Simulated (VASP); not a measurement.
Re:

```
Re
1.0
     2.76080    0.00000    0.00000
    -1.38040    2.39092    0.00000
     0.00000    0.00000    4.45820
Re
2
Direct
  0.66667 0.33333 0.75000
  0.33333 0.66667 0.25000
```

```yaml
Program: VASP 6.6.1
Task: relaxation of cell and atoms
Functional: revPBE
Dispersion: D3(BJ)
Potentials_or_basis: VASP PAW PBE potentials, release 64 (Re)
Cutoff: 600 eV
k_mesh: 11 × 11 × 6
Occupations: fermi-dirac, width 0.05 eV
Spin: no spin polarisation
```

At the start: pressure -4.9 GPa; volume 14.71 Å³/atom.

**Question.** How do energy, volume and symmetry change on relaxing?

**Answer.** Over 8 steps the energy falls by 2.9 meV/atom and the volume is 14.53 Å³/atom (-1.3 %); space group P6_3/mmc (No. 194, to 0.1 Å) before and after.

Step by step:
```
step  energy change (eV)  largest force (eV/Å)  pressure (GPa)  volume (Å³)
   1              0.0000                0.0000           -4.89        29.43
   2              0.0998                0.0000           23.65        27.56
   3             -0.0058                0.0000           -0.12        29.07
   4             -0.0058                0.0000           -0.09        29.06
   5             -0.0058                0.0000            0.34        29.03
   6             -0.0058                0.0000            0.18        29.05
   7             -0.0057                0.0000           -0.68        29.11
   8             -0.0058                0.0000           -0.05        29.06
```

Final structure:
```yaml
crystal:
  lattice:
    - [2.74891, 0.00000, 0.00000]
    - [-1.37445, 2.38062, 0.00000]
    - [0.00000, 0.00000, 4.44057]
  atoms:
    - { symbol: Re, position: [0.66667, 0.33333, 0.75000] }
    - { symbol: Re, position: [0.33333, 0.66667, 0.25000] }
```

Caveat: the PAW data sets were made with another functional, which shifts forces and pressure a little.
